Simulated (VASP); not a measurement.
BN, 4 atoms in the cell. Symmetry: P6_3/mmc, No. 194, hexagonal system. Conventional cell: a = 2.571 Å, b = 2.571 Å, c = 6.440 Å, α = 90.00°, β = 90.00°, γ = 120.00°. Within 2.0 Å of B (site symmetry -6m2) lie 3 N at 1.48 Å. N (site symmetry -6m2) has 3 B at 1.48 Å within 2.0 Å.  This cell differs from its parent crystal: strained.

```yaml
Program: VASP 6.6.1
Task: single point
Functional: PBE
Potentials_or_basis: VASP PAW PBE potentials, release 64 (B, N)
Cutoff: 520 eV
k_mesh: 12 × 12 × 4
Occupations: gaussian, width 0.02 eV
Spin: no spin polarisation
Dipole_correction: no
Further_INCAR_settings: ALGO = Normal; EDIFF = 1e-06; NBANDS = 16
```

Potentials or basis: VASP PAW PBE potentials, release 64 (B, N).

Command:

```sh
$ cat potpaw_PBE.64/B/POTCAR potpaw_PBE.64/N/POTCAR > POTCAR
$ mpirun -np 1 vasp_std > vasp.out
```

Hardware: 1 thread of Intel(R) Xeon(R) 6975P-C (Granite Rapids), on a shared host.

How long does it take, and how much memory?

Run time: 11 s on 1 thread of Intel(R) Xeon(R) 6975P-C (Granite Rapids), on a shared host, peak memory 0.16 GiB. Counts: scf iterations 13, k points 57.
